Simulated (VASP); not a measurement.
Here is a VASP 6.6.1 calculation.

Contents of INCAR:

```
SYSTEM = BP
  PREC = Accurate
  ENCUT = 500
  EDIFF = 1E-6
  ISMEAR = 0
  SIGMA = 0.02
  LREAL = .False.
  LASPH = .True.
  NELM = 120
  ALGO = Normal
  ISIF = 2
  LWAVE = .False.
  LCHARG = .False.
  NBANDS = 11
  GGA_COMPAT = .False.
```

Contents of KPOINTS:

```
regular mesh
0
Gamma
  10 10 10
  0 0 0
```

POSCAR

```
BP
1.0
    0.0000000000      2.2453028949      2.2453028949
    2.2453028949      0.0000000000      2.2453028949
    2.2453028949      2.2453028949      0.0000000000
B P
1 1
Direct
    0.0000000000      0.0000000000      0.0000000000
    0.7500000000      0.7500000000      0.7500000000
```

Potentials or basis: VASP PAW LDA potentials, release 64 (B, P).

The run is started by

```console
$ cat potpaw_LDA.64/B/POTCAR potpaw_LDA.64/P/POTCAR > POTCAR
$ mpirun -np 1 vasp_std > vasp.out
```

(1) Estimate the band gap on the k mesh.

(2) Predict the pressure.

Results:

(1) 1.15 eV, indirect (least direct gap 3.43 eV).

(2) -0.1 GPa.
